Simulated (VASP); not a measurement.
# Y (Fm-3m) in VASP: further runs

Y is run at these levels: PBE; tasks: single point.

Program: VASP 6.6.1. These are calculated values, not measurements. Logs are shortened: lines on timing, memory, paths and dates and some standing lists are left out, and cuts for length are marked.

**1. The cell of the first run**

Symmetry: Fm-3m, No. 225, cubic system. The conventional cell has a = 5.086 Å, b = 5.086 Å, c = 5.086 Å, α = 90.00°, β = 90.00°, γ = 90.00°. Within 4.7 Å of Y (site symmetry m-3m) lie 12 Y at 3.60 Å.

**2. Single point, PBE**

INCAR reads:

```
SYSTEM = Y
PREC = Accurate ; ENCUT = 520
EDIFF = 1E-6 ; ISMEAR = 0
SIGMA = 0.05 ; LREAL = .False.
LASPH = .True. ; NELM = 100
ALGO = Normal ; ISIF = 2
LWAVE = .False. ; LCHARG = .False.
GGA = PE ; NBANDS = 12
```

KPOINTS reads:

```
Automatic mesh
0
Gamma
  6 6 6
  0 0 0
```

POSCAR reads:

```
Y
1.0
    0.0000000000      2.5429281712      2.5429281712
    2.5429281712      0.0000000000      2.5429281712
    2.5429281712      2.5429281712      0.0000000000
Y
1
Direct
    0.0000000000      0.0000000000      0.0000000000
```

Potentials or basis: VASP PAW PBE potentials, release 64 (Y_sv).

The run is started by

```
$ cat potpaw_PBE.64/Y_sv/POTCAR > POTCAR
$ mpirun -np 1 vasp_std > vasp.out
```

OUTCAR:

```text
SYSTEM = Y
   PREC = Accurate
   ENCUT = 520
   EDIFF = 1E-6
   ISMEAR = 0
   LREAL = .False.
   LASPH = .True.
   NELM = 100
   ISIF = 2
   GGA = PE

 ion  position               nearest neighbor table
   1  0.000  0.000  0.000-

  LATTYP: Found a face centered cubic cell.
 ALAT       =     5.0858563424

  Lattice vectors:

 A1 = (   0.0000000000,   2.5429281712,   2.5429281712)
 A2 = (   2.5429281712,   0.0000000000,   2.5429281712)
 A3 = (   2.5429281712,   2.5429281712,   0.0000000000)

Analysis of symmetry for initial positions (statically):
=====================================================================
 Subroutine PRICEL returns:
 Original cell was already a primitive cell.

 Routine SETGRP: Setting up the symmetry group for a
 face centered cubic supercell.

 Subroutine GETGRP returns: Found 48 space group operations
[... 9 lines left out ...]

 Routine SETGRP: Setting up the symmetry group for a
 face centered cubic supercell.

 Subroutine GETGRP returns: Found 48 space group operations
[... 11 lines left out ...]
                                     Primitive cell

  volume of cell :      32.8876

  direct lattice vectors                    reciprocal lattice vectors
     0.000000000  2.542928171  2.542928171    -0.196623721  0.196623721  0.196623721
     2.542928171  0.000000000  2.542928171     0.196623721 -0.196623721  0.196623721
     2.542928171  2.542928171  0.000000000     0.196623721  0.196623721 -0.196623721

  length of vectors
     3.596243508  3.596243508  3.596243508     0.340562275  0.340562275  0.340562275

  position of ions in fractional coordinates (direct lattice)
     0.000000000  0.000000000  0.000000000

  ion indices of the primitive-cell ions
   primitive index   ion index
                 1           1

----------------------------------------------------------------------------------------

 KPOINTS: Automatic mesh

Automatic generation of k-mesh.
 Grid dimensions read from file:
 generate k-points for:    6    6    6

 Generating k-lattice:

  Cartesian coordinates                     Fractional coordinates (reciprocal lattice)
    -0.032770620  0.032770620  0.032770620     0.166666667  0.000000000  0.000000000
     0.032770620 -0.032770620  0.032770620     0.000000000  0.166666667  0.000000000
     0.032770620  0.032770620 -0.032770620     0.000000000  0.000000000  0.166666667
[... 49 lines left out ...]
   LREAL  =      F    real-space projection
   EDIFFG = 0.1E-04   stopping-criterion for IOM
   NSW    =      0    number of steps for IOM
   IBRION =     -1    ionic relax: 0-MD 1-quasi-New 2-CG
   NFREE  =      0    steps in history (QN), initial steepest desc. (CG)
   ISIF   =      2    stress and relaxation
   ISYM   =      2    0-nonsym 1-usesym 2-fastsym
   POTIM  = 0.5000    time-step for ionic-motion
   TEBEG  =    0.0;   TEEND  =   0.0 temperature during run
   PSTRESS=    0.0 pullay stress
   NELECT =      11.0000    total number of electrons
   NUPDOWN=      -1.0000    fix difference up-down
   EMIN   =  10.00;   EMAX   =-10.00  energy-range for DOS
   EFERMI =   0.00;   METHOD = LEGACY
   ISMEAR =     0;   SIGMA  =   0.05  broadening in eV -4-tet -1-fermi 0-gaus
   EFERMI_NEDOS =   21; number of points for ismear=-14 and -15
   IALGO  =     38    algorithm
   IMIX   =      4    mixing-type and parameters
     AMIX     =   0.40;   BMIX     =  1.00
     AMIX_MAG =   1.60;   BMIX_MAG =  1.00
  volume/ion in A,a.u.               =      32.89       221.94
  Fermi-wavevector in a.u.,A,eV,Ry     =   1.136392  2.147470 17.570395  1.291388
  Thomas-Fermi vector in A             =   2.273097
   LORBIT       =      0    0 simple, 1 ext, 2 COOP (PROOUT), +10 PAW based schemes
   GGA     = PE    functional components
   LHFCALC =     F    Hartree Fock is set to
   AEXX    =    0.0000 exact exchange contribution
   IVDW    =     0    specifies the selected vdW correction
   LEPSILON=     F    determine dielectric tensor
   LRPA    =     F    only Hartree local field effects (RPA)
 non-spin polarized calculation
 Gauss-broadening in eV      SIGMA  =   0.05
  energy-cutoff  :      520.00
  volume of cell :       32.89
 maximum number of plane-waves:       911
   NGX = 13   NGY = 13   NGZ = 13

 number of electron      11.0000001 magnetization

 Free energy of the ion-electron system (eV)
  ---------------------------------------------------
  ext. energy  EPLUGINS =         0.00000000
  ---------------------------------------------------
  free energy    TOTEN  =        -6.41142173 eV

  energy without entropy =       -6.40745569  energy(sigma->0) =       -6.40943871

 E-fermi :   3.0591     XC(G=0):  -9.4166

 val. band max:        3.0166040293   @ k =   0.5000   0.3333   0.1667
 cond. band min:       3.0840428830   @ k =   0.5000   0.1667   0.0000
 fundamental gap:      0.0674388537
 Fermi energy:         3.0590604809

 k-point     1 :       0.0000    0.0000    0.0000
  band No.  band energies     occupation
      1     -39.6440      2.00000
      2     -19.3498      2.00000
      3     -19.3498      2.00000
      4     -19.3498      2.00000
      5      -1.6939      2.00000
      6       4.8316      0.00000
      7       4.8316      0.00000
      8       4.8316      0.00000
      9       6.8123      0.00000
     10       6.8123      0.00000
     11      11.9912      0.00000
     12      15.2199      0.00000
[... 211 lines left out ...]
 k-point    16 :      -0.3333    0.5000    0.1667
  band No.  band energies     occupation
      1     -39.5614      2.00000
      2     -19.7845      2.00000
      3     -19.6262      2.00000
      4     -19.5508      2.00000
      5       1.9891      2.00000
      6       2.7120      2.00000
      7       4.0302      0.00000
      8       6.2788      0.00000
      9       8.6541      0.00000
     10       9.7614      0.00000
     11      10.5365      0.00000
     12      10.7234      0.00000

------------------------ aborting loop because EDIFF is reached ----------------------------------------

  FORCE on cell =-STRESS in cart. coord.  units (eV):
  Direction    XX          YY          ZZ          XY          YZ          ZX
  --------------------------------------------------------------------------------------
  -------------------------------------------------------------------------------------
  Total       -0.1646503     -0.1646503     -0.1646503      0.0000000     -0.0000000      0.0000000
  in kB       -8.0212280     -8.0212280     -8.0212280      0.0000000     -0.0000000      0.0000000
  external PRESSURE =      -8.0212280 kB  Pullay stress =       0.0000000 kB

 VOLUME and BASIS-vectors are now :
 -----------------------------------------------------------------------------
  energy-cutoff  :      520.00
  volume of cell :       32.89
      direct lattice vectors                 reciprocal lattice vectors
     0.000000000  2.542928171  2.542928171    -0.196623721  0.196623721  0.196623721
     2.542928171  0.000000000  2.542928171     0.196623721 -0.196623721  0.196623721
     2.542928171  2.542928171  0.000000000     0.196623721  0.196623721 -0.196623721

 POSITION                                       TOTAL-FORCE (eV/Angst)
 -----------------------------------------------------------------------------------
      0.00000      0.00000      0.00000         0.000000      0.000000      0.000000
 -----------------------------------------------------------------------------------
    total drift:                               -0.000000     -0.000000     -0.000000

  FREE ENERGIE OF THE ION-ELECTRON SYSTEM (eV)
  ---------------------------------------------------
  free  energy   TOTEN  =        -6.4114217303 eV

  energy  without entropy=       -6.4074556944  energy(sigma->0) =       -6.40943871
```

OSZICAR:

```text
N       E                     dE             d eps       ncg     rms          rms(c)
DAV:   1     0.248690739601E+02    0.24869E+02   -0.56306E+03   384   0.840E+02
DAV:   2    -0.520005566495E+01   -0.30069E+02   -0.29236E+02   460   0.166E+02
DAV:   3    -0.655755967539E+01   -0.13575E+01   -0.13380E+01   552   0.219E+01
DAV:   4    -0.660234643491E+01   -0.44787E-01   -0.44771E-01   432   0.339E+00
DAV:   5    -0.660369508330E+01   -0.13486E-02   -0.13486E-02   500   0.424E-01    0.230E+01
DAV:   6    -0.643771785179E+01    0.16598E+00   -0.20152E-01   404   0.299E+00    0.135E+01
DAV:   7    -0.641381698222E+01    0.23901E-01   -0.25115E-01   432   0.335E+00    0.862E-01
DAV:   8    -0.641161272555E+01    0.22043E-02   -0.33436E-02   448   0.136E+00    0.280E-01
DAV:   9    -0.641144584763E+01    0.16688E-03   -0.88083E-04   428   0.258E-01    0.122E-01
DAV:  10    -0.641142194293E+01    0.23905E-04   -0.10961E-04   452   0.904E-02    0.139E-02
DAV:  11    -0.641142238814E+01   -0.44521E-06   -0.13761E-05   428   0.276E-02    0.103E-02
DAV:  12    -0.641142173034E+01    0.65780E-06   -0.93878E-07   372   0.849E-03
   1 F= -.64114217E+01 E0= -.64094387E+01  d E =-.396604E-02
```

stdout:

```text
POSCAR found type information on POSCAR Y
 POSCAR found :  1 types and       1 ions
 scaLAPACK will be used
 LDA part: xc-table for (Slater+PW92), standard interpolation
 POSCAR, INCAR and KPOINTS ok, starting setup
 FFT: planning ... GRIDC
 FFT: planning ... GRID_SOFT
 FFT: planning ... GRID
 WAVECAR not read
 entering main loop
```

Run time: 6.8 s. Hardware: 1 thread of Intel Xeon Platinum 8488C (Sapphire Rapids), shared host; peak memory 0.17 GiB.

What came out:

| Property | Result |
| --- | --- |
| Free energy | -6.4114 eV |
| Pressure | -0.8 GPa |

**3. Single point, PBE**

This run uses another cell than the first one, of 32.27 Å³/atom, 0.981 times its volume.

INCAR reads:

```
ALGO     = Normal         # electronic algorithm
EDIFF    = 1E-7           # SCF threshold, eV
ENCUT    = 520            # plane-wave cutoff, eV
GGA      = PE             # functional
ISIF     = 2              # what is computed and relaxed
ISMEAR   = 0              # smearing method
LASPH    = T              # aspherical terms in the spheres
LCHARG   = T              # write CHGCAR
LELF     = T              # ELF
LREAL    = F              # projectors in reciprocal space
LVHAR    = T            
LWAVE    = F              # write WAVECAR
NBANDS   = 12             # bands
NELM     = 80             # most SCF steps
PREC     = Accurate       # precision mode
SIGMA    = 0.05           # smearing width, eV
```

KPOINTS reads:

```
k-points
0
Gamma
  6 6 6
```

POSCAR reads:

```
Y
1.0
    0.0000000000      2.5269672425      2.5269672425
    2.5269672425      0.0000000000      2.5269672425
    2.5269672425      2.5269672425      0.0000000000
Y
1
Direct
    0.0000000000      0.0000000000      0.0000000000
```

Potentials or basis: VASP PAW PBE potentials, release 64 (Y_sv).

The run is started by

```
$ cat potpaw_PBE.64/Y_sv/POTCAR > POTCAR
$ mpirun -np 1 vasp_std > vasp.out
```

OUTCAR:

```text
EDIFF = 1E-7
   ENCUT = 520
   GGA = PE
   ISIF = 2
   ISMEAR = 0
   LASPH = T
   LREAL = F
   NELM = 80
   PREC = Accurate

 ion  position               nearest neighbor table
   1  0.000  0.000  0.000-

  LATTYP: Found a face centered cubic cell.
 ALAT       =     5.0539344850

  Lattice vectors:

 A1 = (   0.0000000000,   2.5269672425,   2.5269672425)
 A2 = (   2.5269672425,   0.0000000000,   2.5269672425)
 A3 = (   2.5269672425,   2.5269672425,   0.0000000000)

Analysis of symmetry for initial positions (statically):
=====================================================================
 Subroutine PRICEL returns:
 Original cell was already a primitive cell.

 Routine SETGRP: Setting up the symmetry group for a
 face centered cubic supercell.

 Subroutine GETGRP returns: Found 48 space group operations
 (whereof 48 operations were pure point group operations)
 out of a pool of 48 trial point group operations.

The static configuration has the point symmetry O_h .

Analysis of symmetry for dynamics (positions and initial velocities):
=====================================================================
 Subroutine PRICEL returns:
[... 160 lines left out ...]
      5      -1.6310      2.00000
      6       4.9460      0.00000
      7       4.9460      0.00000
      8       4.9460      0.00000
      9       6.9736      0.00000
     10       6.9736      0.00000
     11      12.1386      0.00000
     12      15.4241      0.00000
[... 211 lines left out ...]
 k-point    16 :      -0.3333    0.5000    0.1667
  band No.  band energies     occupation
      1     -39.4119      2.00000
      2     -19.6573      2.00000
      3     -19.4886      2.00000
      4     -19.4082      2.00000
      5       2.0511      2.00000
      6       2.7923      2.00000
      7       4.1618      0.00000
      8       6.4308      0.00000
      9       8.8639      0.00000
     10       9.9974      0.00000
     11      10.8048      0.00000
     12      10.9563      0.00000

------------------------ aborting loop because EDIFF is reached ----------------------------------------

  FORCE on cell =-STRESS in cart. coord.  units (eV):
  Direction    XX          YY          ZZ          XY          YZ          ZX
  --------------------------------------------------------------------------------------
  -------------------------------------------------------------------------------------
  Total       -0.0231048     -0.0231048     -0.0231048     -0.0000000     -0.0000000      0.0000000
  in kB       -1.1470533     -1.1470533     -1.1470533     -0.0000000     -0.0000000      0.0000000
  external PRESSURE =      -1.1470533 kB  Pullay stress =       0.0000000 kB

 VOLUME and BASIS-vectors are now :
 -----------------------------------------------------------------------------
  energy-cutoff  :      520.00
  volume of cell :       32.27
      direct lattice vectors                 reciprocal lattice vectors
     0.000000000  2.526967243  2.526967243    -0.197865644  0.197865644  0.197865644
     2.526967243  0.000000000  2.526967243     0.197865644 -0.197865644  0.197865644
     2.526967243  2.526967243  0.000000000     0.197865644  0.197865644 -0.197865644

 POSITION                                       TOTAL-FORCE (eV/Angst)
 -----------------------------------------------------------------------------------
      0.00000      0.00000      0.00000         0.000000      0.000000      0.000000
 -----------------------------------------------------------------------------------
    total drift:                               -0.000000     -0.000000     -0.000000

  FREE ENERGIE OF THE ION-ELECTRON SYSTEM (eV)
  ---------------------------------------------------
  free  energy   TOTEN  =        -6.4131419369 eV

  energy  without entropy=       -6.4102117118  energy(sigma->0) =       -6.41167682
```

stdout:

```text
POSCAR found type information on POSCAR Y
 POSCAR found :  1 types and       1 ions
 scaLAPACK will be used
 LDA part: xc-table for (Slater+PW92), standard interpolation
 POSCAR, INCAR and KPOINTS ok, starting setup
 FFT: planning ... GRIDC
 FFT: planning ... GRID_SOFT
 FFT: planning ... GRID
 WAVECAR not read
 entering main loop
```

Wall time 8.1 s (1 thread of Intel Xeon Platinum 8488C (Sapphire Rapids), shared host); peak memory 0.17 GiB.

What came out:

```
Free energy : -6.4131 eV
Pressure    : -0.1 GPa
```
